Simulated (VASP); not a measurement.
A run of VASP 6.6.1 is set up as follows.

File INCAR:

```
SYSTEM = Pt
ALGO = Normal ; EDIFF = 1E-6
EDIFFG = -0.01 ; ENCUT = 600
GGA = PE ; IBRION = 2
ISIF = 3 ; ISMEAR = 0
LASPH = .True. ; LCHARG = .False.
LREAL = .False. ; LWAVE = .False.
NELM = 80 ; NSW = 100
PREC = Accurate ; SIGMA = 0.1
```

Contents of KPOINTS:

```
k-points
0
Gamma
  20 20 20
  0 0 0
```

POSCAR

```
Pt
1.0
    2.6263044227      0.0000000000      0.0000000000
    0.0000000000      2.6263044227      0.0000000000
    0.0000000000      0.0000000000      2.6263044227
Pt
1
Direct
    0.5000000000      0.5000000000      0.5000000000
```

Potentials or basis: VASP PAW PBE potentials, release 64 (Pt).

Launch:

```sh
$ cat potpaw_PBE.64/Pt/POTCAR > POTCAR
$ mpirun -np 1 vasp_std > vasp.out
```

What does it give for the relaxed volume?

18.04 Å³/atom.

Predict the space group after relaxing (to 0.1 Å).

Pm-3m (No. 221).

Predict the relaxed cell.

a = 2.622 Å, b = 2.622 Å, c = 2.622 Å, α = 90.00°, β = 90.00°, γ = 90.00°.

Final structure:
```
CELL_PARAMETERS angstrom
2.62245 0.00000 0.00000
0.00000 2.62245 0.00000
0.00000 0.00000 2.62245
ATOMIC_POSITIONS crystal
Pt 0.50000 0.50000 0.50000
```
